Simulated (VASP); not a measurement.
# La2O3 (Cm) in VASP: notebook, part 2 of 2

VASP 6.6.1. The steps go on from the part before.

## (3) Single point, r2SCAN

POSCAR

```
La2O3
1.0
    6.2667800000      0.0000000000      0.0000000000
   -3.1333900000      5.4271910000      0.0000000000
    0.0000000000      0.0000000000      3.2997660000
La O
2 3
Direct
    0.3333333333      0.6666666667      0.5000000000
    0.6666666667      0.3333333333      0.5000000000
    0.4919860000      0.4919860000      0.0151525896
    0.0000000000      0.5080140000      0.0000000000
    0.5080140000      0.0000000000      0.0000000000
```

INCAR.step1

```
PREC = Accurate
ENCUT = 520
ISMEAR = 0
SIGMA = 0.01
LREAL = F
LASPH = T
NELM = 100
NBANDS = 28
GGA = PE
ALGO = Normal
EDIFF = 1E-4
LWAVE = T
LCHARG = F
```

INCAR.step2

```
PREC = Accurate
ENCUT = 520
EDIFF = 1E-6
ISMEAR = 0
SIGMA = 0.01
LREAL = F
LASPH = T
NELM = 100
ALGO = Normal
ISIF = 2
LWAVE = F
LCHARG = F
METAGGA = R2SCAN
LMIXTAU = T
NBANDS = 28
ISTART = 1
```

KPOINTS

```
regular mesh
0
Gamma
  6 6 6
```

Potentials or basis: VASP PAW PBE potentials, release 64 (La, O).

Started as:

```
cat potpaw_PBE.64/La/POTCAR potpaw_PBE.64/O/POTCAR > POTCAR
cp INCAR.step1 INCAR
mpirun -np 1 vasp_std > vasp.out
cp INCAR.step2 INCAR
mpirun -np 1 vasp_std > vasp.out
```

OUTCAR:

```text
PREC = Accurate
   ENCUT = 520
   EDIFF = 1E-6
   ISMEAR = 0
   LREAL = F
   LASPH = T
   NELM = 100
   ISIF = 2
   METAGGA = R2SCAN
   ISTART = 1

 ion  position               nearest neighbor table
   1  0.333  0.667  0.500-   3 2.42   4 2.45   4 2.45   5 2.45   5 2.45   3 2.48   2 3.62   2 3.62
                             2 3.62
   2  0.667  0.333  0.500-   3 2.42   4 2.45   4 2.45   5 2.45   5 2.45   3 2.48   1 3.62   1 3.62
                             1 3.62
   3  0.492  0.492  0.015-   2 2.42   1 2.42   2 2.48   1 2.48
   4  0.000  0.508  0.000-   1 2.45   1 2.45   2 2.45   2 2.45
   5  0.508  0.000  0.000-   2 2.45   2 2.45   1 2.45   1 2.45

  LATTYP: Found a hexagonal cell.
 ALAT       =     6.2667800000
 C/A-ratio  =     0.5265488816

  Lattice vectors:

 A1 = (   6.2667800000,   0.0000000000,   0.0000000000)
 A2 = (  -3.1333900000,   5.4271910000,   0.0000000000)
 A3 = (   0.0000000000,   0.0000000000,   3.2997660000)

Analysis of symmetry for initial positions (statically):
=====================================================================
 Subroutine PRICEL returns:
 Original cell was already a primitive cell.

 Routine SETGRP: Setting up the symmetry group for a
 hexagonal supercell.

 Subroutine GETGRP returns: Found  2 space group operations
 (whereof  2 operations were pure point group operations)
 out of a pool of 24 trial point group operations.

The static configuration has the point symmetry C_1h.

Analysis of symmetry for dynamics (positions and initial velocities):
=====================================================================
 Subroutine PRICEL returns:
 Original cell was already a primitive cell.

 Routine SETGRP: Setting up the symmetry group for a
 hexagonal supercell.

 Subroutine GETGRP returns: Found  2 space group operations
 (whereof  2 operations were pure point group operations)
 out of a pool of 24 trial point group operations.

[... 125 lines left out ...]
     AMIX     =   0.40;   BMIX     =  1.00
     AMIX_MAG =   1.60;   BMIX_MAG =  1.00
  volume/ion in A,a.u.               =      22.45       151.47
  Fermi-wavevector in a.u.,A,eV,Ry     =   1.160719  2.193442 18.330716  1.347270
  Thomas-Fermi vector in A             =   2.297299
   LORBIT       =      0    0 simple, 1 ext, 2 COOP (PROOUT), +10 PAW based schemes
   METAGGA = R2SCAN    functional components
   LHFCALC =     F    Hartree Fock is set to
   AEXX    =    0.0000 exact exchange contribution
   IVDW    =     0    specifies the selected vdW correction
   LEPSILON=     F    determine dielectric tensor
   LRPA    =     F    only Hartree local field effects (RPA)
 non-spin polarized calculation
 Gauss-broadening in eV      SIGMA  =   0.01
  energy-cutoff  :      520.00
  volume of cell :      112.23
 maximum number of plane-waves:      3044
 NGX is ok and might be reduce to    48
   NGX = 23   NGY = 23   NGZ = 13

 number of electron      39.9999994 magnetization

 Free energy of the ion-electron system (eV)
  ---------------------------------------------------
  ext. energy  EPLUGINS =         0.00000000
  ---------------------------------------------------
  free energy    TOTEN  =       -94.71409058 eV

  energy without entropy =      -94.71409058  energy(sigma->0) =      -94.71409058

 E-fermi :   3.2263     XC(G=0):  -8.8675

 val. band max:        3.1659910792   @ k =   0.0000   0.0000   0.5000
 cond. band min:       5.0521642974   @ k =   0.0000   0.0000   0.0000
 fundamental gap:      1.8861732182
 Fermi energy:         3.2263445675

 k-point     1 :       0.0000    0.0000    0.0000
  band No.  band energies     occupation
      1     -28.3186      2.00000
      2     -28.0782      2.00000
      3     -15.2593      2.00000
      4     -15.2489      2.00000
      5     -13.6871      2.00000
      6     -11.4015      2.00000
[... 733 lines left out ...]
     27       8.4724      0.00000
     28       8.5156      0.00000

 [... further k-points ...]

------------------------ aborting loop because EDIFF is reached ----------------------------------------

  FORCE on cell =-STRESS in cart. coord.  units (eV):
  Direction    XX          YY          ZZ          XY          YZ          ZX
  --------------------------------------------------------------------------------------
  -------------------------------------------------------------------------------------
  Total        1.3846059      1.3616590     -0.5979352     -0.0198727      0.0063530      0.0036679
  in kB       19.7666948     19.4391041     -8.5361492     -0.2837039      0.0906956      0.0523633
  external PRESSURE =      10.2232166 kB  Pullay stress =       0.0000000 kB

 VOLUME and BASIS-vectors are now :
 -----------------------------------------------------------------------------
  energy-cutoff  :      520.00
  volume of cell :      112.23
      direct lattice vectors                 reciprocal lattice vectors
     6.266780000  0.000000000  0.000000000     0.159571582  0.092128691  0.000000000
    -3.133390000  5.427191000  0.000000000     0.000000000  0.184257381  0.000000000
     0.000000000  0.000000000  3.299766000     0.000000000  0.000000000  0.303051792

 POSITION                                       TOTAL-FORCE (eV/Angst)
 -----------------------------------------------------------------------------------
     -0.00000      3.61813      1.64988        -0.014025      0.008582      0.055162
      3.13339      1.80906      1.64988         0.014445     -0.007855      0.055162
      1.54158      2.67010      0.05000         0.025492      0.044154     -0.148127
     -1.59181      2.75709      0.00000         0.025746     -0.044785      0.018901
      3.18361      0.00000      0.00000        -0.051658     -0.000096      0.018901
 -----------------------------------------------------------------------------------
    total drift:                                0.000018      0.000033     -0.002621

  FREE ENERGIE OF THE ION-ELECTRON SYSTEM (eV)
  ---------------------------------------------------
  free  energy   TOTEN  =       -94.7140905760 eV

  energy  without entropy=      -94.7140905760  energy(sigma->0) =      -94.71409058
```

OUTCAR.step1:

```text
PREC = Accurate
   ENCUT = 520
   ISMEAR = 0
   LREAL = F
[... 980 lines left out ...]
      3.13339      1.80906      1.64988         0.013444     -0.007326      0.050743
      1.54158      2.67010      0.05000         0.023290      0.040339     -0.136351
     -1.59181      2.75709      0.00000         0.023709     -0.041017      0.017433
      3.18361      0.00000      0.00000        -0.047376      0.000024      0.017433
 -----------------------------------------------------------------------------------
    total drift:                                0.000038      0.000068     -0.001040

  FREE ENERGIE OF THE ION-ELECTRON SYSTEM (eV)
  ---------------------------------------------------
  free  energy   TOTEN  =       -40.7411976639 eV

  energy  without entropy=      -40.7411976639  energy(sigma->0) =      -40.74119766
```

It took 19 min on 1 thread of Oxide Virtual Turin-like, shared host; peak memory 0.37 GiB.

What came out:

```
Free energy            : -94.7141 eV
Pressure               : 1.0 GPa
Largest force          : 0.157 eV/Å
Band gap on the k mesh : 1.89 eV (least direct gap 2.42 eV)
```

Forces on the atoms (eV/Å):
```
La  -0.014  0.009  0.055
La   0.014 -0.008  0.055
O    0.025  0.044 -0.148
O    0.026 -0.045  0.019
O   -0.052  0.000  0.019
```

Stress tensor (GPa, compression positive):
```
 1.98 -0.03  0.01
-0.03  1.94  0.01
 0.01  0.01 -0.85
```

Caveat: the PAW data sets were made with another functional, which shifts forces and pressure a little; spin-orbit coupling is left out, which moves the levels of the heavy elements.
